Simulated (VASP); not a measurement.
La2O3, 5 atoms in the cell. The structure is trigonal, space group P-3m1 (No. 164). The conventional cell has a = 3.940 Å, b = 3.940 Å, c = 6.189 Å, α = 90.00°, β = 90.00°, γ = 120.00°. Within 3.1 Å of La (site symmetry 3m) lie 7 O at 2.37 to 2.74 Å. O (site symmetry -3m) has 6 La at 2.74 Å and 6 O at 3.16 Å within 3.6 Å. Within 3.2 Å of O (site symmetry 3m) lie 4 La at 2.37 to 2.46 Å and 6 O at 2.90 to 3.16 Å. 

- Program: VASP 6.6.1
- Task: single point
- Functional: PBE
- Potentials or basis: VASP PAW PBE potentials, release 64 (La, O)
- Cutoff: 520 eV
- k mesh: 6 × 6 × 4
- Occupations: fermi-dirac, width 0.02 eV
- Spin: no spin polarisation
- Dipole correction: no
- Further INCAR settings: ALGO = Normal; EDIFF = 1e-06; NBANDS = 28

Potentials or basis: VASP PAW PBE potentials, release 64 (La, O).

The run is started by

```sh
$ cat potpaw_PBE.64/La/POTCAR potpaw_PBE.64/O/POTCAR > POTCAR
$ mpirun -np 1 vasp_std > vasp.out
```

Hardware: 1 thread of Intel(R) Xeon(R) Platinum 8259CL CPU @ 2.50GHz (Skylake/Cascade Lake) (shared host).

Question: Estimate the wall time of this run.

Answer: It took 77 s on 1 thread of Intel(R) Xeon(R) Platinum 8259CL CPU @ 2.50GHz (Skylake/Cascade Lake) (shared host), peak memory 0.23 GiB. Counts: scf iterations 16, k points 24.
